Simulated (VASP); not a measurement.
A run of VASP 6.6.1:

Contents of INCAR:

```
SYSTEM = Al3GaN4
ALGO = Normal
EDIFF = 1E-6
ENCUT = 520
GGA = PS
ISIF = 2
ISMEAR = 0
LASPH = .True.
LCHARG = .True.
LELF = .True.
LREAL = .False.
LVHAR = .True.
LWAVE = .False.
NBANDS = 31
NELM = 80
PREC = Accurate
SIGMA = 0.05
```

File KPOINTS:

```
k-points
0
Gamma
  6 6 6
  0 0 0
```

POSCAR

```
Al3GaN4
1.0
    4.4972061705      0.0000000000      0.0000000000
    0.0000000000      4.4972061705      0.0000000000
    0.0000000000      0.0000000000      4.2323207271
Al Ga N
3 1 4
Direct
    0.5000000000      0.5000000000      0.0000000000
    0.5000000000      0.0000000000      0.5000000000
    0.0000000000      0.5000000000      0.5000000000
    0.0000000000      0.0000000000      0.0000000000
    0.7447140287      0.7447140287      0.2552859713
    0.7447140287      0.2552859713      0.7447140287
    0.2552859713      0.7447140287      0.7447140287
    0.2552859713      0.2552859713      0.2552859713
```

Potentials or basis: VASP PAW PBE potentials, release 64 (Al, Ga_d, N).

Command:

```bash
$ cat potpaw_PBE.64/Al/POTCAR potpaw_PBE.64/Ga_d/POTCAR potpaw_PBE.64/N/POTCAR > POTCAR
$ mpirun -np 1 vasp_std > vasp.out
```

Hardware: 1 thread of Intel(R) Xeon(R) Platinum 8259CL CPU @ 2.50GHz (Skylake/Cascade Lake) (shared host).

Problem. Estimate the wall time of this run.

Solution. It took 99 s on 1 thread of Intel(R) Xeon(R) Platinum 8259CL CPU @ 2.50GHz (Skylake/Cascade Lake), on a shared host, peak memory 0.24 GiB. Counts: scf iterations 13, k points 40.
